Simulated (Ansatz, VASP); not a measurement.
## One calculation of AlN, two programs

The input INCAR:

```
SYSTEM = AlN
ALGO = Normal ; EDIFF = 1E-6
ENCUT = 520 ; GGA = PE
ISIF = 2 ; ISMEAR = 0
LASPH = .True. ; LCHARG = .False.
LREAL = .False. ; LWAVE = .False.
NBANDS = 26 ; NELM = 80
PREC = Accurate ; SIGMA = 0.05
```

The input KPOINTS:

```
k-points
0
Gamma
  6 6 6
  0 0 0
```

File POSCAR:

```
AlN
1.0
    4.4025164325      0.0000000000      0.0000000000
    0.0000000000     -4.4025164325      0.0000000000
    0.0000000000      0.0000000000     -4.4025164325
Al N
4 4
Direct
   -0.1011869641      0.1144799816     -0.1011869641
    0.5000000000      0.5000000000      0.0000000000
    0.5000000000      0.0000000000      0.5000000000
    0.0000000000      0.5000000000      0.5000000000
    0.7500000000      0.7500000000      0.7500000000
    0.2500000000      0.2500000000      0.7500000000
    0.2500000000      0.7500000000      0.2500000000
    0.7500000000      0.2500000000      0.2500000000
```

Input for Ansatz:

```yaml
crystal:
  lattice:
    - [4.4025164325, 0.0, 0.0]
    - [0.0, -4.4025164325, 0.0]
    - [0.0, 0.0, -4.4025164325]
  atoms:
    - { symbol: Al, position: [-0.1011869641, 0.1144799816, -0.1011869641] }
    - { symbol: Al, position: [0.5, 0.5, 0.0] }
    - { symbol: Al, position: [0.5, 0.0, 0.5] }
    - { symbol: Al, position: [0.0, 0.5, 0.5] }
    - { symbol: "N", position: [0.75, 0.75, 0.75] }
    - { symbol: "N", position: [0.25, 0.25, 0.75] }
    - { symbol: "N", position: [0.25, 0.75, 0.25] }
    - { symbol: "N", position: [0.75, 0.25, 0.25] }
basis:
  ecutwfc: 420
kpoints:
  mp_grid: { grid: [6, 6, 6] }
hamiltonian:
  xc: pbe
  pseudopotentials: { kind: paw, azcp: { folder: soft_1 } }
scf:
  occupations: { method: gaussian, width: 0.05 }
output:
  forces: true
  stress: true
  eigenvalues: true
  write_density: true
  write_potential: true
  elf: true
  volumetric_format: npy
```

Alike in both runs: task single point; functional PBE; k mesh 6 × 6 × 6; occupations gaussian, width 0.05 eV; no spin polarisation.

|  | VASP | Ansatz |
| --- | --- | --- |
| version | VASP 6.6.1 | Ansatz 0.2.0 |
| potentials or method | VASP PAW PBE potentials, release 64 (Al, N), cutoff 520 eV | scalar-relativistic, plane waves, PAW |
| valence electrons in the cell | 32 | 32 |

|  | VASP | Ansatz | Ansatz less VASP |
| --- | --- | --- | --- |
| gap on the k mesh at the Fermi level (eV) | none | none | - |
| pressure (GPa) | 7.2 | 7.3 | +0.15 |
| traceless stress, the component that is largest in VASP (GPa) | -2.00 | -2.00 | +0.004 |
| rms of the force components (eV/Å) | 1.939 | 1.942 | +0.0024 |

Atom by atom the forces differ by 0.008 eV/Å (rms over components). A gap of «none» marks a metal or a gap that the smearing closes. With one functional, cell and mesh, what is left measures potentials, basis and numerics.
